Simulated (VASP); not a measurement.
# C (P2_1/m) in VASP: notebook

Runs on C. Level: PBEsol+D3(BJ). Tasks: single point.

All numbers are computed with VASP 6.6.1; they aren't measurements. Logs are shortened: lines on timing, memory, paths and dates and some standing lists are left out, and cuts for length are marked.

## 1. The cell of the first run

It takes space group P2_1/m (No. 11, monoclinic). The conventional cell has a = 2.147 Å, b = 6.926 Å, c = 2.486 Å, α = 90.00°, β = 106.54°, γ = 90.00°. Within 1.7 Å of C (site symmetry m) lie 3 C at 1.24 to 1.61 Å. Within 1.7 Å of C (site symmetry m) lie 3 C at 1.24 to 1.61 Å.

## 2. Single point, PBEsol+D3(BJ) (engineering shear strain xy -0.3000, normal strain along z +0.0525)

Input file INCAR:

```
SYSTEM = C
ALGO = Normal
EDIFF = 1E-6
ENCUT = 520
GGA = PS
ISIF = 2
ISMEAR = 0
IVDW = 12
LASPH = .TRUE.
LCHARG = .TRUE.
LELF = .TRUE.
LREAL = .FALSE.
LVHAR = .TRUE.
LWAVE = .FALSE.
NBANDS = 16
NELM = 80
PREC = Accurate
SIGMA = 0.15
```

Input file KPOINTS:

```
k-points
0
G
  18 18 6
  0 0 0
```

Input file POSCAR:

```
C
1.0
    2.4580081303     -0.3687012195      0.0000000000
   -1.5483086877      2.3130480933      0.0000000000
    0.0000000000      0.0000000000      6.9255097181
C
4
Direct
    0.0000000000      0.0000000000      0.0025000000
    0.0000000000      0.0000000000      0.5025000000
    0.3333333333      0.6666666667      0.0025000000
    0.6666666667      0.3333333333      0.5025000000
```

Potentials or basis: VASP PAW PBE potentials, release 64 (C).

The run is started by

```
cat potpaw_PBE.64/C/POTCAR > POTCAR
mpirun -np 1 vasp_std > vasp.out
```

OUTCAR:

```text
SYSTEM = C
   EDIFF = 1E-6
   ENCUT = 520
   GGA = PS
   ISIF = 2
   ISMEAR = 0
   IVDW = 12
   LASPH = .TRUE.
   LREAL = .FALSE.
   NELM = 80
   PREC = Accurate
 IVDW          = 12

 ion  position               nearest neighbor table
   1  0.000  0.000  0.002-   3 1.24   3 1.44   3 1.61
   2  0.000  0.000  0.502-   4 1.24   4 1.44   4 1.61
   3  0.333  0.667  0.002-   1 1.24   1 1.44   1 1.61
   4  0.667  0.333  0.502-   2 1.24   2 1.44   2 1.61

  LATTYP: Found a simple monoclinic cell.
 ALAT       =     2.1466340726
 B/A-ratio  =     3.2262181089
 C/A-ratio  =     1.1578624104
 COS(beta)  =    -0.2847292703

  Lattice vectors:

 A1 = (   0.9096994426,   1.9443468738,   0.0000000000)
 A2 = (   0.0000000000,   0.0000000000,  -6.9255097181)
 A3 = (  -2.4580081303,   0.3687012195,   0.0000000000)

Analysis of symmetry for initial positions (statically):
=====================================================================
 Subroutine PRICEL returns:
 Original cell was already a primitive cell.

 Routine SETGRP: Setting up the symmetry group for a
 simple monoclinic supercell.

 Subroutine GETGRP returns: Found  4 space group operations
 (whereof  1 operations were pure point group operations)
 out of a pool of  4 trial point group operations.

The static configuration has the point symmetry C_1 .
 The point group associated with its full space group is C_2h.

Analysis of symmetry for dynamics (positions and initial velocities):
=====================================================================
 Subroutine PRICEL returns:
 Original cell was already a primitive cell.

 Routine SETGRP: Setting up the symmetry group for a
 simple monoclinic supercell.

 Subroutine GETGRP returns: Found  4 space group operations
 (whereof  1 operations were pure point group operations)
 out of a pool of  4 trial point group operations.

The dynamic configuration has the point symmetry C_1 .
 The point group associated with its full space group is C_2h.

 Subroutine INISYM returns: Found  4 space group operations
 (whereof  1 operations are pure point group operations),
 and found     1 'primitive' translations

----------------------------------------------------------------------------------------

                                     Primitive cell

  volume of cell :      35.4214

  direct lattice vectors                    reciprocal lattice vectors
     2.458008130 -0.368701220  0.000000000     0.452241731  0.302721679  0.000000000
    -1.548308688  2.313048093  0.000000000     0.072087597  0.480583977  0.000000000
     0.000000000  0.000000000  6.925509718     0.000000000  0.000000000  0.144393704

  length of vectors
     2.485506902  2.783424379  6.925509718     0.544208598  0.485960472  0.144393704

  position of ions in fractional coordinates (direct lattice)
     0.000000000  0.000000000  0.002500000
     0.000000000  0.000000000  0.502500000
     0.333333333  0.666666667  0.002500000
     0.666666667  0.333333333  0.502500000

  ion indices of the primitive-cell ions
   primitive index   ion index
                 1           1
                 2           2
                 3           3
                 4           4

----------------------------------------------------------------------------------------

 KPOINTS: k-points

Automatic generation of k-mesh.
 Grid dimensions read from file:
 generate k-points for:   18   18    6

 Generating k-lattice:

  Cartesian coordinates                     Fractional coordinates (reciprocal lattice)
     0.025124541  0.016817871  0.000000000     0.055555556 -0.000000000  0.000000000
     0.004004866  0.026699110  0.000000000    -0.000000000  0.055555556  0.000000000
     0.000000000  0.000000000  0.024065617     0.000000000  0.000000000  0.166666667

  Length of vectors
     0.030233811  0.026997804  0.024065617

  Shift w.r.t. Gamma in fractional coordinates (k-lattice)
     0.000000000  0.000000000  0.000000000

 Subroutine IBZKPT returns following result:
 ===========================================

 Found    656 irreducible k-points:

 Following reciprocal coordinates:
            Coordinates               Weight
  0.000000  0.000000  0.000000      1.000000
  0.055556  0.000000  0.000000      2.000000
  0.111111  0.000000  0.000000      2.000000
  0.166667 -0.000000  0.000000      2.000000
  0.222222 -0.000000  0.000000      2.000000
  0.277778 -0.000000  0.000000      2.000000
[... 16 lines left out ...]
 -0.333333  0.055556  0.000000      2.000000
 -0.277778  0.055556  0.000000      2.000000
 [... further k-points ...]
   k-points           NKPTS =    656   k-points in BZ     NKDIM =    656   number of bands    NBANDS=     16
   number of dos      NEDOS =    301   number of ions     NIONS =      4
   total plane-waves  NPLWV =  23328
   dimension x,y,z NGX =    18 NGY =   24 NGZ =   54
   dimension x,y,z NGXF=    36 NGYF=   48 NGZF=  108
   ions per type =               4
   NGX,Y,Z   is equivalent  to a cutoff of  12.04, 14.33, 12.96 a.u.
   NGXF,Y,Z  is equivalent  to a cutoff of  24.08, 28.67, 25.93 a.u.
 SYSTEM =  C
   PREC   = accura    normal or accurate (medium, high low for compatibility)
   ISTART =      0    job   : 0-new  1-cont  2-samecut
   ICHARG =      2    charge: 1-file 2-atom 10-const
   ISPIN  =      1    spin polarized calculation?
   LNONCOLLINEAR =      F non collinear calculations
   LSORBIT =      F    spin-orbit coupling
   LASPH  =      T    aspherical Exc in radial PAW
   ENCUT  =  520.0 eV  38.22 Ry    6.18 a.u.   4.62  5.18 12.88*2*pi/ulx,y,z
   NELM   =     80;   NELMIN=  2; NELMDL= -5     # of ELM steps
   EDIFF  = 0.1E-05   stopping-criterion for ELM
   LREAL  =      F    real-space projection
   EDIFFG = 0.1E-04   stopping-criterion for IOM
   NSW    =      0    number of steps for IOM
   IBRION =     -1    ionic relax: 0-MD 1-quasi-New 2-CG
   NFREE  =      0    steps in history (QN), initial steepest desc. (CG)
   ISIF   =      2    stress and relaxation
   ISYM   =      2    0-nonsym 1-usesym 2-fastsym
   POTIM  = 0.5000    time-step for ionic-motion
   TEBEG  =    0.0;   TEEND  =   0.0 temperature during run
   PSTRESS=    0.0 pullay stress
   NELECT =      16.0000    total number of electrons
   NUPDOWN=      -1.0000    fix difference up-down
   EMIN   =  10.00;   EMAX   =-10.00  energy-range for DOS
   EFERMI =   0.00;   METHOD = LEGACY
   ISMEAR =     0;   SIGMA  =   0.15  broadening in eV -4-tet -1-fermi 0-gaus
   EFERMI_NEDOS =   21; number of points for ismear=-14 and -15
   IALGO  =     38    algorithm
   IMIX   =      4    mixing-type and parameters
     AMIX     =   0.40;   BMIX     =  1.00
     AMIX_MAG =   1.60;   BMIX_MAG =  1.00
  volume/ion in A,a.u.               =       8.86        59.76
  Fermi-wavevector in a.u.,A,eV,Ry     =   1.256106  2.373696 21.467298  1.577802
  Thomas-Fermi vector in A             =   2.389830
   LORBIT       =      0    0 simple, 1 ext, 2 COOP (PROOUT), +10 PAW based schemes
   GGA     = PS    functional components
   LHFCALC =     F    Hartree Fock is set to
   AEXX    =    0.0000 exact exchange contribution
   IVDW    =    12    specifies the selected vdW correction
   LEPSILON=     F    determine dielectric tensor
   LRPA    =     F    only Hartree local field effects (RPA)
 non-spin polarized calculation
 Gauss-broadening in eV      SIGMA  =   0.15
  energy-cutoff  :      520.00
  volume of cell :       35.42
 maximum number of plane-waves:       980
   NGX =  9   NGY = 11   NGZ = 25

 number of electron      16.0000000 magnetization

 Free energy of the ion-electron system (eV)
  ---------------------------------------------------
  ext. energy  EPLUGINS =         0.00000000
  ---------------------------------------------------
  free energy    TOTEN  =       -33.82675568 eV

  energy without entropy =      -33.82597840  energy(sigma->0) =      -33.82636704

 E-fermi :   5.2628     XC(G=0): -10.3949

 val. band max:        5.2214592809   @ k =   0.4444   0.1111   0.0000
 cond. band min:       5.3699658706   @ k =   0.3889   0.1667   0.1667
 fundamental gap:      0.1485065897
 Fermi energy:         5.2628178166

 k-point     1 :       0.0000    0.0000    0.0000
  band No.  band energies     occupation
      1     -15.4875      2.00000
      2     -15.2607      2.00000
      3      -4.1990      2.00000
      4      -2.5391      2.00000
      5       0.3187      2.00000
      6       0.3698      2.00000
[... 8 lines left out ...]
     15      15.6415      0.00000
     16      15.8858      0.00000

 k-point     2 :       0.0556    0.0000    0.0000
  band No.  band energies     occupation
      1     -15.3922      2.00000
      2     -15.1670      2.00000
      3      -4.0771      2.00000
      4      -2.4237      2.00000
      5       0.1697      2.00000
      6       0.2176      2.00000
[... 8 lines left out ...]
     15      15.3570      0.00000
     16      15.7838      0.00000

 k-point     3 :       0.1111    0.0000    0.0000
  band No.  band energies     occupation
      1     -15.1071      2.00000
      2     -14.8869      2.00000
      3      -3.7122      2.00000
      4      -2.0789      2.00000
      5      -0.2598      2.00000
      6      -0.2169      2.00000
[... 8 lines left out ...]
     15      14.7049      0.00000
     16      15.5851      0.00000

 k-point     4 :       0.1667   -0.0000    0.0000
  band No.  band energies     occupation
      1     -14.6355      2.00000
      2     -14.4237      2.00000
      3      -3.1075      2.00000
      4      -1.5090      2.00000
      5      -0.9116      2.00000
      6      -0.8679      2.00000
[... 8 lines left out ...]
     15      15.0044      0.00000
     16      15.6585      0.00000
[... 324 lines left out ...]
 k-point    22 :      -0.3889    0.0556    0.0000
  band No.  band energies     occupation
      1     -11.7620      2.00000
      2     -11.6069      2.00000
      3      -3.9229      2.00000
      4      -3.8836      2.00000
      5      -3.4473      2.00000
      6      -3.4224      2.00000
[... 8 lines left out ...]
     15      19.4091      0.00000
     16      20.3494      0.00000

 k-point    23 :      -0.3333    0.0556    0.0000
  band No.  band energies     occupation
      1     -12.7779      2.00000
      2     -12.6020      2.00000
      3      -3.3477      2.00000
      4      -3.2842      2.00000
      5      -2.0948      2.00000
      6      -2.0564      2.00000
[... 8 lines left out ...]
     15      19.0343      0.00000
     16      19.3216      0.00000

 k-point    24 :      -0.2778    0.0556    0.0000
  band No.  band energies     occupation
      1     -13.6541      2.00000
      2     -13.4614      2.00000
      3      -2.7658      2.00000
      4      -2.7036      2.00000
      5      -1.8423      2.00000
      6      -0.6240      2.00000
[... 8 lines left out ...]
     15      17.3745      0.00000
     16      17.5060      0.00000

 [... further k-points ...]

------------------------ aborting loop because EDIFF is reached ----------------------------------------

 Edisp (eV)   -0.35758

 E8    (eV) :    -0.1738

  FORCE on cell =-STRESS in cart. coord.  units (eV):
  Direction    XX          YY          ZZ          XY          YZ          ZX
  --------------------------------------------------------------------------------------
  -------------------------------------------------------------------------------------
  Total      12.20896    10.97657    -0.29396    30.74573     0.00000     0.00000
  in kB     552.23430   496.49125   -13.29642  1390.68784     0.00000     0.00000
  external pressure =      345.14 kB  Pullay stress =        0.00 kB

 VOLUME and BASIS-vectors are now :
 -----------------------------------------------------------------------------
  energy-cutoff  :      520.00
  volume of cell :       35.42
      direct lattice vectors                 reciprocal lattice vectors
     2.458008130 -0.368701220  0.000000000     0.452241731  0.302721679  0.000000000
    -1.548308688  2.313048093  0.000000000     0.072087597  0.480583977  0.000000000
     0.000000000  0.000000000  6.925509718     0.000000000  0.000000000  0.144393704

 POSITION                                       TOTAL-FORCE (eV/Angst)
 -----------------------------------------------------------------------------------
      0.00000      0.00000      0.01731         5.074056      2.579182     -0.000000
      0.00000      0.00000      3.48007        -5.074056     -2.579182     -0.000000
     -0.21287      1.41913      0.01731        -5.096560     -2.589227     -0.000000
      1.12257      0.52522      3.48007         5.096560      2.589227      0.000000
 -----------------------------------------------------------------------------------
    total drift:                                0.000000     -0.000000      0.000000

  FREE ENERGIE OF THE ION-ELECTRON SYSTEM (eV)
  ---------------------------------------------------
  free  energy   TOTEN  =       -34.1843314723 eV

  energy  without entropy=      -34.1835541913  energy(sigma->0) =      -34.18394283
```

It took 5.7 min on 1 thread of Intel Xeon Platinum 8259CL at 2.50GHz (Skylake/Cascade Lake), shared host; peak memory 0.37 GiB.

Results:

```
Free energy                : -34.1843 eV
Pressure                   : 34.5 GPa
Largest force              : 5.717 eV/Å
Band gap on the k mesh     : 0.15 eV, indirect (least direct gap 0.16 eV)
Dispersion energy per atom : -0.089 eV
```

Forces in eV/Å, atoms in the order of the input:
```
C    5.074  2.579  0.000
C   -5.074 -2.579  0.000
C   -5.097 -2.589  0.000
C    5.097  2.589  0.000
```

Caveat: the cell differs from its parent crystal (engineering shear strain xy -0.3000, normal strain along z +0.0525); the PAW data sets were made with another functional, which shifts forces and pressure a little. A k mesh can miss the band edges.

## 3. Single point, PBEsol+D3(BJ) (engineering shear strain xy -0.2250, normal strain along z +0.0525)

INCAR, as its differences from that of step 2:

```diff
@@ -9,6 +9,4 @@
 LASPH = .TRUE.
-LCHARG = .TRUE.
-LELF = .TRUE.
+LCHARG = .FALSE.
 LREAL = .FALSE.
-LVHAR = .TRUE.
 LWAVE = .FALSE.
```

KPOINTS is that of step 2.

POSCAR, as its differences from that of step 2:

```diff
@@ -2,4 +2,4 @@
 1.0
-    2.4580081303     -0.3687012195      0.0000000000
-   -1.5483086877      2.3130480933      0.0000000000
+    2.4580081303     -0.2765259146      0.0000000000
+   -1.4684825321      2.2669604409      0.0000000000
     0.0000000000      0.0000000000      6.9255097181
```

Potentials or basis: VASP PAW PBE potentials, release 64 (C).

The run is started by

```
cat potpaw_PBE.64/C/POTCAR > POTCAR
mpirun -np 1 vasp_std > vasp.out
```

Run time: 5.3 min. Hardware: 1 thread of Intel Xeon Platinum 8259CL at 2.50GHz (Skylake/Cascade Lake), shared host; peak memory 0.37 GiB.

Results (log left out):

| Property | Result |
| --- | --- |
| Free energy | -36.3438 eV |
| Pressure | 19.9 GPa |
| Largest force | 3.739 eV/Å |
| Band gap on the k mesh | 0.42 eV, indirect (least direct gap 0.55 eV) |
| Dispersion energy per atom | -0.097 eV |

Forces on the atoms (eV/Å):
```
C    3.393  1.531  0.000
C   -3.393 -1.531  0.000
C   -3.410 -1.534  0.000
C    3.410  1.534  0.000
```

Stress tensor (GPa, compression positive):
```
 31.76 104.08   0.00
104.08  29.36   0.00
  0.00   0.00  -1.31
```

Levels at points of the mesh, in eV from the valence-band top:
```
           k point  band 4  band 5  band 6  band 7  band 8  band 9  band 10  band 11  band 12  band 13
(0.00, 0.00, 0.00)   -7.19   -4.00   -3.97   -2.12   -2.11    3.58     4.47     4.53     9.19     9.57
(0.50, 0.00, 0.00)  -12.29   -8.29   -8.24   -0.99   -0.45    1.12     1.29     2.96     3.27    12.24
(0.00, 0.50, 0.00)  -13.44   -6.08   -6.06   -2.87   -2.30    1.55     2.21     7.54     7.81    10.75
(0.50, 0.50, 0.00)  -13.21   -4.53   -4.00   -3.98   -3.95    1.07     2.05     9.19     9.59    12.28
(0.00, 0.00, 0.50)   -8.11   -3.98   -3.98   -2.12   -2.12    4.50     4.50     5.92     5.92     9.59
(0.50, 0.00, 0.50)  -12.33   -8.27   -8.27   -0.63   -0.63    1.06     1.06     3.12     3.12    12.20
(0.00, 0.50, 0.50)  -13.48   -6.07   -6.07   -2.54   -2.54    1.73     1.73     7.68     7.68    12.18
(0.50, 0.50, 0.50)  -13.26   -4.21   -4.21   -3.99   -3.99    1.35     1.35    11.28    11.28    11.56
```

Caveat: the cell differs from its parent crystal (engineering shear strain xy -0.2250, normal strain along z +0.0525); the PAW data sets were made with another functional, which shifts forces and pressure a little.

## 4. Single point, PBEsol+D3(BJ) (engineering shear strain xy -0.3000, normal strain along z +0.0700)

Input file INCAR:

```
ALGO = Normal
EDIFF = 1E-6
ENCUT = 520
GGA = PS
ISIF = 2
ISMEAR = 0
IVDW = 12
LASPH = T
LCHARG = F
LREAL = F
LWAVE = F
NBANDS = 16
NELM = 60
PREC = Accurate
SIGMA = 0.15
```

Input file KPOINTS:

```
k-points
0
Gamma
  18 18 6
```

Input file POSCAR:

```
C
1.0
    2.4580081303     -0.3687012195      0.0000000000
   -1.5483086877      2.3130480933      0.0000000000
    0.0000000000      0.0000000000      7.0406607111
C
4
Direct
    0.0000000000      0.0000000000      0.0025000000
    0.0000000000      0.0000000000      0.5025000000
    0.3333333333      0.6666666667      0.0025000000
    0.6666666667      0.3333333333      0.5025000000
```

The run is started by

```
cat potpaw_PBE.64/C/POTCAR > POTCAR
mpirun -np 1 vasp_std > vasp.out
```

Run time: 6.4 min. Hardware: 1 thread of Intel Xeon Platinum 8259CL at 2.50GHz (Skylake/Cascade Lake), shared host; peak memory 0.38 GiB.

The run converged. Its results:

| Quantity | Value |
| --- | --- |
| Free energy | -34.1795 eV |
| Pressure | 33.9 GPa |
| Largest force | 5.712 eV/Å |
| Band gap on the k mesh | 0.17 eV, indirect (least direct gap 0.19 eV) |
| Dispersion energy per atom | -0.088 eV |

Forces on the atoms (eV/Å):
```
C    5.074  2.579  0.000
C   -5.074 -2.579  0.000
C   -5.093 -2.587  0.000
C    5.093  2.587  0.000
```

Stress tensor (GPa, compression positive):
```
 54.33 136.78   0.00
136.78  48.84   0.00
  0.00   0.00  -1.53
```

Levels at points of the mesh, in eV from the valence-band top:
```
           k point  band 5  band 6  band 7  band 8  band 9  band 10  band 11  band 12
(0.00, 0.00, 0.00)   -4.89   -4.84   -1.77   -1.76    2.84     2.90     3.05     8.31
(0.50, 0.00, 0.00)   -8.90   -8.88   -0.61   -0.18    0.63     0.65     1.42     1.69
(0.00, 0.50, 0.00)   -6.05   -6.05   -3.19   -2.68    1.39     2.03     7.32     7.45
(0.50, 0.50, 0.00)   -5.39   -4.87   -3.28   -3.27    0.55     1.54     8.28     8.77
(0.00, 0.00, 0.50)   -4.85   -4.85   -1.77   -1.77    2.87     2.87     5.24     5.24
(0.50, 0.00, 0.50)   -8.89   -8.89   -0.25   -0.25    0.46     0.46     1.57     1.57
(0.00, 0.50, 0.50)   -6.05   -6.05   -2.90   -2.90    1.58     1.58     7.40     7.40
(0.50, 0.50, 0.50)   -5.10   -5.10   -3.27   -3.27    0.85     0.85    10.30    10.30
```

Caveat: the cell differs from its parent crystal (engineering shear strain xy -0.3000, normal strain along z +0.0700); the PAW data sets were made with another functional, which shifts forces and pressure a little. A k mesh can miss the band edges.

(Continued in part 2 of 2.)
